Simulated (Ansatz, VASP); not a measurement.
S in VASP and in Ansatz

File INCAR:

```
SYSTEM = S
PREC     = Accurate       ! precision mode
ENCUT    = 520            ! plane-wave cutoff, eV
EDIFF    = 1E-6           ! SCF threshold, eV
ISMEAR   = -1             ! smearing method
SIGMA    = 0.08           ! smearing width, eV
LREAL    = .FALSE.        ! projectors in reciprocal space
LASPH    = .TRUE.         ! aspherical terms in the spheres
NELM     = 100            ! most SCF steps
ALGO     = Normal         ! electronic algorithm
ISIF     = 2              ! what is computed and relaxed
LWAVE    = .FALSE.        ! write WAVECAR
LCHARG   = .FALSE.        ! write CHGCAR
GGA      = PE             ! functional
NBANDS   = 9              ! bands
```

KPOINTS

```
regular mesh
0
G
  16 16 16
  0 0 0
```

File POSCAR:

```
S
1.0
    0.0000000000      1.7280615809      1.7280615809
    1.7280615809      0.0000000000      1.7280615809
    1.7280615809      1.7280615809      0.0000000000
S
1
Direct
    0.0000000000      0.0000000000      0.0000000000
```

Input for Ansatz:

```yaml
crystal:
  lattice:
    - [0.0, 1.7280615809, 1.7280615809]
    - [1.7280615809, 0.0, 1.7280615809]
    - [1.7280615809, 1.7280615809, 0.0]
  atoms:
    - { symbol: S, position: [0.0, 0.0, 0.0] }
kpoints:
  mp_grid: { grid: [16, 16, 16] }
scf:
  occupations: { method: fermi_dirac, width: 0.08 }
hamiltonian:
  xc: pbe
  pseudopotentials: { kind: all_electron, lapw: { basis_error: 0.001 } }
output:
  forces: true
  stress: true
  eigenvalues: true
  populations: true
```

Change from the starting cell: volume scaled by 0.65, LAPW.

Alike in both runs: task single point; functional PBE; k mesh 16 × 16 × 16; occupations fermi-dirac, width 0.08 eV; no spin polarisation.

```csv
,VASP,Ansatz
version,VASP 6.6.1,Ansatz 0.2.0
potentials or method,"VASP PAW PBE potentials, release 64 (S), cutoff 520 eV","all-electron LAPW, scalar-relativistic"
```

Ansatz gave:

```
pressure (GPa) : 82.0
```

Q: Estimate VASP's values.

A: Pressure (GPa): 80.8.

Both programs put the cell under a high pressure, so it lies far from rest at this level. Ansatz ran all-electron here, and VASP with PAW potentials.

Noted on VASP's run: the cell as given lies far from equilibrium.
